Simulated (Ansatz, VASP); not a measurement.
Given: the input of a run of VASP 6.6.1 on Rb.

Contents of POSCAR:

```
Rb
1.0
   -2.9346823254      2.9346823254      2.7125168232
    2.9346823254     -2.9346823254      2.7125168232
    2.9346823254      2.9346823254     -2.7125168232
Rb
1
Direct
    0.0000000000      0.0000000000      0.0000000000
```

File INCAR.step1:

```
SYSTEM = Rb
  ALGO = Normal
  EDIFF = 1E-5
  ENCUT = 520
  GGA = PE
  ISIF = 2
  ISMEAR = 0
  LASPH = .TRUE.
  LCHARG = .FALSE.
  LREAL = .FALSE.
  LWAVE = .TRUE.
  NBANDS = 10
  NELM = 60
  PREC = Accurate
  SIGMA = 0.1
```

File INCAR.step2:

```
SYSTEM = Rb
  AEXX = 0.25
  ALGO = Normal
  EDIFF = 1E-6
  ENCUT = 520
  ISIF = 2
  ISMEAR = 0
  ISTART = 1
  LASPH = .TRUE.
  LCHARG = .FALSE.
  LHFCALC = .TRUE.
  LMIXTAU = .TRUE.
  LREAL = .FALSE.
  LWAVE = .FALSE.
  METAGGA = R2SCAN
  NBANDS = 10
  NELM = 60
  PREC = Accurate
  PRECFOCK = Normal
  SIGMA = 0.1
```

Contents of KPOINTS:

```
k-points
0
G
  4 4 4
  0 0 0
```

Potentials or basis: VASP PAW PBE potentials, release 64 (Rb_sv).

Command:

```console
$ cat potpaw_PBE.64/Rb_sv/POTCAR > POTCAR
$ cp INCAR.step1 INCAR
$ mpirun -np 1 vasp_std > vasp.out
$ cp INCAR.step2 INCAR
$ mpirun -np 1 vasp_std > vasp.out
```

Task: Set up the same calculation for Ansatz 0.2.0. Potentials there: Ansatz PAW earlier set.

Result: As run (the cutoff follows the program's own potentials):

input.yaml

```yaml
crystal:
  lattice:
    - [-2.9346823254, 2.9346823254, 2.7125168232]
    - [2.9346823254, -2.9346823254, 2.7125168232]
    - [2.9346823254, 2.9346823254, -2.7125168232]
  atoms:
    - { symbol: Rb, position: [0.0, 0.0, 0.0] }
hamiltonian:
  xc: r2scan0
  pseudopotentials: { kind: paw, source: ansatz }
kpoints:
  mp_grid: { grid: [4, 4, 4] }
scf:
  occupations: { method: gaussian, width: 0.1 }
output:
  forces: true
  stress: true
  eigenvalues: true
```

Potentials or basis: Ansatz PAW earlier set.

Run with:

```sh
$ ansatz run input.yaml --threads 1 --pin off --max-ram 2560MiB --backend cpu --events-out ev --progress --plain --runs-dir out
```

Both were run:

|  | VASP | Ansatz | Ansatz less VASP |
| --- | --- | --- | --- |
| gap on the k mesh at the Fermi level (eV) | none | none | - |
| pressure (GPa) | 0.1 | 0.1 | +0.02 |
| traceless stress, the component that is largest in VASP (GPa) | -0.26 | -0.27 | -0.002 |

VASP's potentials were made for PBE, not for r2SCAN0. A gap of «none» marks a metal or a gap that the smearing closes.

The k mesh is coarse, so the values compare programs but aren't converged.
